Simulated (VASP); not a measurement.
# WS2 (Tungstenite) (R3m) in VASP: notebook

WS2 (Tungstenite) is run at these levels: PBEsol, PBE; tasks: single point.

All numbers are computed with VASP 6.6.1; they aren't measurements. Logs are shortened: lines on timing, memory, paths and dates and some standing lists are left out, and cuts for length are marked.

### 1 The cell of the first run

Symmetry: R3m, No. 160, trigonal system. Conventional cell: a = 3.086 Å, b = 3.086 Å, c = 16.899 Å, α = 90.00°, β = 90.00°, γ = 120.00°. W (site symmetry 3m) has 6 S at 2.37 to 2.38 Å and 6 W at 3.09 Å within 3.1 Å. Within 3.1 Å of S (site symmetry 3m) lie 3 W at 2.38 Å and 9 S at 3.06 to 3.09 Å. Within 3.1 Å of S (site symmetry 3m) lie 3 W at 2.37 Å and 9 S at 3.06 to 3.09 Å.

### 2 Single point, PBEsol

INCAR

```
  ALGO = Normal
  EDIFF = 1E-6
  ENCUT = 520
  GGA = PS
  ISIF = 2
  ISMEAR = -1
  LASPH = T
  LCHARG = T
  LELF = T
  LREAL = F
  LVHAR = T
  LWAVE = F
  NBANDS = 20
  NELM = 60
  PREC = Accurate
  SIGMA = 0.05
```

KPOINTS

```
k-points
0
Gamma
  10 10 10
```

POSCAR

```
WS2
1.0
    1.5431252269      0.8909237651      5.6330034441
   -1.5431252269      0.8909237651      5.6330034441
    0.0000000000     -1.7818475302      5.6330034442
W S
1 2
Direct
   -0.0005947621     -0.0005947621     -0.0005947621
    0.5730162477      0.5730162477      0.5730162477
    0.7588785145      0.7588785145      0.7588785145
```

Potentials or basis: VASP PAW PBE potentials, release 64 (W_sv, S).

Started as:

```bash
$ cat potpaw_PBE.64/W_sv/POTCAR potpaw_PBE.64/S/POTCAR > POTCAR
$ mpirun -np 1 vasp_std > vasp.out
```

OUTCAR:

```text
EDIFF = 1E-6
   ENCUT = 520
   GGA = PS
   ISIF = 2
   ISMEAR = -1
   LASPH = T
   LREAL = F
   NELM = 60
   PREC = Accurate

 ion  position               nearest neighbor table
   1  0.999  0.999  0.999-   3 2.37   3 2.37   3 2.37   2 2.38   2 2.38   2 2.38
   2  0.573  0.573  0.573-   1 2.38   1 2.38   1 2.38
   3  0.759  0.759  0.759-   1 2.37   1 2.37   1 2.37

  LATTYP: Found a trigonal (rhomboedric) cell.
 ALAT       =     5.9081053158
 COS(alpha) =     0.8635618314

  Lattice vectors:

 A1 = (   1.5431252269,   0.8909237651,   5.6330034441)
 A2 = (  -1.5431252269,   0.8909237651,   5.6330034441)
 A3 = (   0.0000000000,  -1.7818475302,   5.6330034442)

Analysis of symmetry for initial positions (statically):
=====================================================================
 Subroutine PRICEL returns:
 Original cell was already a primitive cell.

 Routine SETGRP: Setting up the symmetry group for a
 trigonal (rhombohedral) supercell.

 Subroutine GETGRP returns: Found  6 space group operations
 (whereof  6 operations were pure point group operations)
 out of a pool of 12 trial point group operations.

The static configuration has the point symmetry C_3v.

Analysis of symmetry for dynamics (positions and initial velocities):
=====================================================================
 Subroutine PRICEL returns:
 Original cell was already a primitive cell.

 Routine SETGRP: Setting up the symmetry group for a
 trigonal (rhombohedral) supercell.

 Subroutine GETGRP returns: Found  6 space group operations
 (whereof  6 operations were pure point group operations)
 out of a pool of 12 trial point group operations.

The dynamic configuration has the point symmetry C_3v.

 Subroutine INISYM returns: Found  6 space group operations
 (whereof  6 operations are pure point group operations),
 and found     1 'primitive' translations

----------------------------------------------------------------------------------------

                                     Primitive cell

  volume of cell :      46.4658

  direct lattice vectors                    reciprocal lattice vectors
     1.543125227  0.890923765  5.633003444     0.324017773  0.187071749  0.059175063
    -1.543125227  0.890923765  5.633003444    -0.324017773  0.187071749  0.059175063
     0.000000000 -1.781847530  5.633003444     0.000000000 -0.374143497  0.059175063

  length of vectors
     5.908105316  5.908105316  5.908105316     0.378794198  0.378794198  0.378794198

  position of ions in fractional coordinates (direct lattice)
     0.999405238  0.999405238  0.999405238
     0.573016248  0.573016248  0.573016248
     0.758878514  0.758878514  0.758878514

  ion indices of the primitive-cell ions
   primitive index   ion index
                 1           1
                 2           2
                 3           3

----------------------------------------------------------------------------------------

 KPOINTS: k-points

Automatic generation of k-mesh.
 Grid dimensions read from file:
 generate k-points for:   10   10   10

 Generating k-lattice:

  Cartesian coordinates                     Fractional coordinates (reciprocal lattice)
     0.032401777  0.018707175  0.005917506     0.100000000 -0.000000000  0.000000000
    -0.032401777  0.018707175  0.005917506    -0.000000000  0.100000000  0.000000000
     0.000000000 -0.037414350  0.005917506     0.000000000  0.000000000  0.100000000

  Length of vectors
     0.037879420  0.037879420  0.037879420

  Shift w.r.t. Gamma in fractional coordinates (k-lattice)
     0.000000000  0.000000000  0.000000000

 Subroutine IBZKPT returns following result:
 ===========================================

 Found    116 irreducible k-points:

 Following reciprocal coordinates:
            Coordinates               Weight
  0.000000  0.000000  0.000000      1.000000
  0.100000 -0.000000  0.000000      6.000000
  0.200000 -0.000000  0.000000      6.000000
  0.300000 -0.000000  0.000000      6.000000
  0.400000 -0.000000 -0.000000      6.000000
  0.500000 -0.000000  0.000000      3.000000
[... 16 lines left out ...]
  0.300000  0.300000  0.000000      6.000000
  0.400000  0.300000 -0.000000     12.000000
 [... further k-points ...]
   k-points           NKPTS =    116   k-points in BZ     NKDIM =    116   number of bands    NBANDS=     20
   number of dos      NEDOS =    301   number of ions     NIONS =      3
   total plane-waves  NPLWV = 110592
   dimension x,y,z NGX =    48 NGY =   48 NGZ =   48
   dimension x,y,z NGXF=    96 NGYF=   96 NGZF=   96
   ions per type =               1   2
   NGX,Y,Z   is equivalent  to a cutoff of  13.51, 13.51, 13.51 a.u.
   NGXF,Y,Z  is equivalent  to a cutoff of  27.01, 27.01, 27.01 a.u.
 SYSTEM =  unknown system
   PREC   = accura    normal or accurate (medium, high low for compatibility)
   ISTART =      0    job   : 0-new  1-cont  2-samecut
   ICHARG =      2    charge: 1-file 2-atom 10-const
   ISPIN  =      1    spin polarized calculation?
   LNONCOLLINEAR =      F non collinear calculations
   LSORBIT =      F    spin-orbit coupling
   LASPH  =      T    aspherical Exc in radial PAW
   ENCUT  =  520.0 eV  38.22 Ry    6.18 a.u.  10.99 10.99 10.99*2*pi/ulx,y,z
   NELM   =     60;   NELMIN=  2; NELMDL= -5     # of ELM steps
   EDIFF  = 0.1E-05   stopping-criterion for ELM
   LREAL  =      F    real-space projection
   EDIFFG = 0.1E-04   stopping-criterion for IOM
   NSW    =      0    number of steps for IOM
   IBRION =     -1    ionic relax: 0-MD 1-quasi-New 2-CG
   NFREE  =      0    steps in history (QN), initial steepest desc. (CG)
   ISIF   =      2    stress and relaxation
   ISYM   =      2    0-nonsym 1-usesym 2-fastsym
   POTIM  = 0.5000    time-step for ionic-motion
   TEBEG  =    0.0;   TEEND  =   0.0 temperature during run
   PSTRESS=    0.0 pullay stress
   NELECT =      26.0000    total number of electrons
   NUPDOWN=      -1.0000    fix difference up-down
   EMIN   =  10.00;   EMAX   =-10.00  energy-range for DOS
   EFERMI =   0.00;   METHOD = LEGACY
   ISMEAR =    -1;   SIGMA  =   0.05  broadening in eV -4-tet -1-fermi 0-gaus
   EFERMI_NEDOS =   21; number of points for ismear=-14 and -15
   IALGO  =     38    algorithm
   IMIX   =      4    mixing-type and parameters
     AMIX     =   0.40;   BMIX     =  1.00
     AMIX_MAG =   1.60;   BMIX_MAG =  1.00
  volume/ion in A,a.u.               =      15.49       104.52
  Fermi-wavevector in a.u.,A,eV,Ry     =   1.349030  2.549297 24.760998  1.819882
  Thomas-Fermi vector in A             =   2.476650
   LORBIT       =      0    0 simple, 1 ext, 2 COOP (PROOUT), +10 PAW based schemes
   GGA     = PS    functional components
   LHFCALC =     F    Hartree Fock is set to
   AEXX    =    0.0000 exact exchange contribution
   IVDW    =     0    specifies the selected vdW correction
   LEPSILON=     F    determine dielectric tensor
   LRPA    =     F    only Hartree local field effects (RPA)
 non-spin polarized calculation
  energy-cutoff  :      520.00
  volume of cell :       46.47
 maximum number of plane-waves:      1270
 NGX is ok and might be reduce to    48
   NGX = 21   NGY = 21   NGZ = 21

 number of electron      26.0000000 magnetization

 Free energy of the ion-electron system (eV)
  ---------------------------------------------------
  ext. energy  EPLUGINS =         0.00000000
  ---------------------------------------------------
  free energy    TOTEN  =       -25.09371583 eV

  energy without entropy =      -25.09367403  energy(sigma->0) =      -25.09369493

 E-fermi :   9.8114     XC(G=0): -11.9721

 val. band max:        9.6104311154   @ k =   0.5000   0.5000   0.5000
 cond. band min:      10.0793636201   @ k =  -0.2000   0.2000   0.0000
 fundamental gap:      0.4689325047
 Fermi energy:         9.8113800996

 k-point     1 :       0.0000    0.0000    0.0000
  band No.  band energies     occupation
      1     -65.2481      2.00000
      2     -29.5934      2.00000
      3     -29.3227      2.00000
      4     -29.3227      2.00000
      5      -7.0697      2.00000
      6      -4.3977      2.00000
[... 12 lines left out ...]
     19      16.7187      0.00000
     20      19.3213      0.00000

 k-point     2 :       0.1000   -0.0000    0.0000
  band No.  band energies     occupation
      1     -65.2455      2.00000
      2     -29.5850      2.00000
      3     -29.3688      2.00000
      4     -29.3333      2.00000
      5      -6.8785      2.00000
      6      -4.3606      2.00000
[... 12 lines left out ...]
     19      17.3550      0.00000
     20      18.5004      0.00000

 k-point     3 :       0.2000   -0.0000    0.0000
  band No.  band energies     occupation
      1     -65.2389      2.00000
      2     -29.5627      2.00000
      3     -29.4877      2.00000
      4     -29.3608      2.00000
      5      -6.3399      2.00000
      6      -4.2527      2.00000
[... 12 lines left out ...]
     19      17.4970      0.00000
     20      18.6391      0.00000

 k-point     4 :       0.3000   -0.0000    0.0000
  band No.  band energies     occupation
      1     -65.2307      2.00000
      2     -29.6315      2.00000
      3     -29.5352      2.00000
      4     -29.3946      2.00000
      5      -5.5632      2.00000
      6      -4.0979      2.00000
[... 12 lines left out ...]
     19      17.0379      0.00000
     20      18.1045      0.00000

 k-point     5 :       0.4000   -0.0000   -0.0000
  band No.  band energies     occupation
      1     -65.2241      2.00000
      2     -29.7455      2.00000
      3     -29.5127      2.00000
      4     -29.4217      2.00000
      5      -4.7684      2.00000
      6      -3.9652      2.00000
[... 12 lines left out ...]
     19      15.9757      0.00000
     20      16.8584      0.00000
[... 353 lines left out ...]
      6      -3.8580      2.00000
[... 12 lines left out ...]
     19      17.2388      0.00000
     20      18.2621      0.00000

 k-point    22 :      -0.2000    0.2000    0.0000
  band No.  band energies     occupation
      1     -65.2270      2.00000
      2     -29.6556      2.00000
      3     -29.5223      2.00000
      4     -29.4534      2.00000
      5      -5.1796      2.00000
      6      -3.9632      2.00000
[... 12 lines left out ...]
     19      18.0138      0.00000
     20      18.1432      0.00000

 k-point    23 :       0.3000    0.3000    0.0000
  band No.  band energies     occupation
      1     -65.2308      2.00000
      2     -29.6315      2.00000
      3     -29.5352      2.00000
      4     -29.3946      2.00000
      5      -5.4650      2.00000
      6      -4.2609      2.00000
[... 12 lines left out ...]
     19      16.8805      0.00000
     20      18.6447      0.00000

 k-point    24 :       0.4000    0.3000   -0.0000
  band No.  band energies     occupation
      1     -65.2262      2.00000
      2     -29.6915      2.00000
      3     -29.5197      2.00000
      4     -29.4333      2.00000
      5      -4.9407      2.00000
      6      -4.1511      2.00000
[... 12 lines left out ...]
     19      16.8906      0.00000
     20      18.4064      0.00000

 [... further k-points ...]
[... 5 lines left out ...]
  --------------------------------------------------------------------------------------
  -------------------------------------------------------------------------------------
  Total        2.9337385      2.9337385      2.9671731      0.0000000     -0.0000000      0.0000000
  in kB      101.1577111    101.1577111    102.3105668      0.0000000     -0.0000000      0.0000000
  external PRESSURE =     101.5419963 kB  Pullay stress =       0.0000000 kB

 VOLUME and BASIS-vectors are now :
 -----------------------------------------------------------------------------
  energy-cutoff  :      520.00
  volume of cell :       46.47
      direct lattice vectors                 reciprocal lattice vectors
     1.543125227  0.890923765  5.633003444     0.324017773  0.187071749  0.059175063
    -1.543125227  0.890923765  5.633003444    -0.324017773  0.187071749  0.059175063
     0.000000000 -1.781847530  5.633003444     0.000000000 -0.374143497  0.059175063

 POSITION                                       TOTAL-FORCE (eV/Angst)
 -----------------------------------------------------------------------------------
      0.00000      0.00000     16.88896         0.000000      0.000000      0.000431
      0.00000      0.00000      9.68341         0.000000      0.000000     -0.018017
      0.00000      0.00000     12.82430         0.000000      0.000000      0.017586
 -----------------------------------------------------------------------------------
    total drift:                                0.000000      0.000000      0.000001

  FREE ENERGIE OF THE ION-ELECTRON SYSTEM (eV)
  ---------------------------------------------------
  free  energy   TOTEN  =       -25.0937158265 eV

  energy  without entropy=      -25.0936740261  energy(sigma->0) =      -25.09369493
```

Wall time 2.4 min (1 thread of Intel Xeon 6975P-C (Granite Rapids), shared host); peak memory 0.36 GiB.

What came out:

* Free energy: -25.0937 eV
* Pressure: 10.2 GPa
* Largest force: 0.018 eV/Å
* Band gap on the k mesh: 0.47 eV, indirect (least direct gap 1.88 eV)

Forces in eV/Å, atoms in the order of the input:
```
W    0.000  0.000  0.000
S    0.000  0.000 -0.018
S    0.000  0.000  0.018
```

Stress tensor (GPa, compression positive):
```
10.12  0.00  0.00
 0.00 10.12  0.00
 0.00  0.00 10.23
```

Caveat: the PAW data sets were made with another functional, which shifts forces and pressure a little; spin-orbit coupling is left out, which moves the levels of the heavy elements. A k mesh can miss the band edges.

### 3 Single point, PBEsol

This run uses another cell than the first one, of 16.29 Å³/atom, 1.052 times its volume.

INCAR

```
SYSTEM = WS2
PREC = Accurate
ENCUT = 520
EDIFF = 1E-6
ISMEAR = -1
SIGMA = 0.05
LREAL = .False.
LASPH = .True.
NELM = 60
ALGO = Normal
ISIF = 2
LWAVE = .False.
LCHARG = .False.
GGA = PS
NBANDS = 20
```

KPOINTS

```
regular mesh
0
Gamma
  10 10 10
  0 0 0
```

POSCAR

```
WS2
1.0
    1.5575018628      0.8992241198      5.8156247840
   -1.5575018628      0.8992241198      5.8156247840
    0.0000000000     -1.7984482395      5.8156247840
W S
1 2
Direct
   -0.0006346316     -0.0006346316     -0.0006346316
    0.5760390172      0.5760390172      0.5760390172
    0.7558956144      0.7558956144      0.7558956144
```

Potentials or basis: VASP PAW PBE potentials, release 64 (W_sv, S).

Started as:

```bash
$ cat potpaw_PBE.64/W_sv/POTCAR potpaw_PBE.64/S/POTCAR > POTCAR
$ mpirun -np 1 vasp_std > vasp.out
```

Wall time 2.5 min (1 thread of Intel Xeon 6975P-C (Granite Rapids), shared host); peak memory 0.37 GiB.

Results (log left out):

```yaml
Free_energy: -25.2053 eV
Pressure: 5.1 GPa
Largest_force: 0.018 eV/Å
Band_gap_on_the_k_mesh: 0.69 eV, indirect (least direct gap 2.10 eV)
```

Forces in eV/Å, atoms in the order of the input:
```
W    0.000  0.000  0.001
S    0.000  0.000 -0.018
S    0.000  0.000  0.017
```

Stress tensor (GPa, compression positive):
```
5.08 0.00 0.00
0.00 5.08 0.00
0.00 0.00 5.15
```

Levels at points of the mesh, in eV from the valence-band top:
| k point | band 11 | band 12 | band 13 | band 14 | band 15 | band 16 |
| --- | --- | --- | --- | --- | --- | --- |
| (0.00, 0.00, 0.00) | -2.49 | -1.71 | -1.23 | 2.01 | 2.01 | 2.45 |
| (0.50, 0.00, 0.00) | -2.78 | -2.05 | -1.87 | 2.29 | 2.39 | 3.50 |
| (0.50, 0.50, 0.00) | -3.67 | -2.30 | -1.83 | 2.21 | 2.58 | 3.08 |
| (0.50, 0.50, 0.50) | -2.41 | -2.41 | 0.00 | 2.10 | 2.10 | 2.27 |

Caveat: the PAW data sets were made with another functional, which shifts forces and pressure a little; spin-orbit coupling is left out, which moves the levels of the heavy elements.

(Continued in part 2 of 2.)
